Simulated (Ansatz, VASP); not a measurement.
Ge in VASP and in Ansatz

```xyz
2
Lattice="1.4881 -2.5947 0.0000 1.4881 2.5947 0.0000 0.0000 0.0000 4.7276" Properties=species:S:1:pos:R:3 pbc="T T T"
Ge    1.4881    0.8643    1.1819
Ge    1.4881   -0.8643    3.5457
```

Alike in both runs: functional LDA; k mesh 10 × 10 × 6; occupations fermi-dirac, width 0.05 eV; no spin polarisation.

```csv
,VASP,Ansatz
version,VASP 6.6.1,Ansatz 0.2.0
potentials or method,"VASP PAW LDA potentials, release 64 (Ge_d)",Ansatz PAW
plane-wave cutoff (eV),520,420
valence electrons in the cell,28,28
task,single point,band structure
```

|  | VASP | Ansatz | Ansatz less VASP |
| --- | --- | --- | --- |
| gap on the k mesh at the Fermi level (eV) | none | none | - |
| pressure (GPa) | -1.1 | -1.2 | -0.08 |
| traceless stress, the component that is largest in VASP (GPa) | 1.54 | 1.53 | -0.006 |

LDA's correlation is that of Perdew and Zunger in VASP and of Perdew and Wang (1992) in Ansatz. A gap of «none» marks a metal or a gap that the smearing closes.
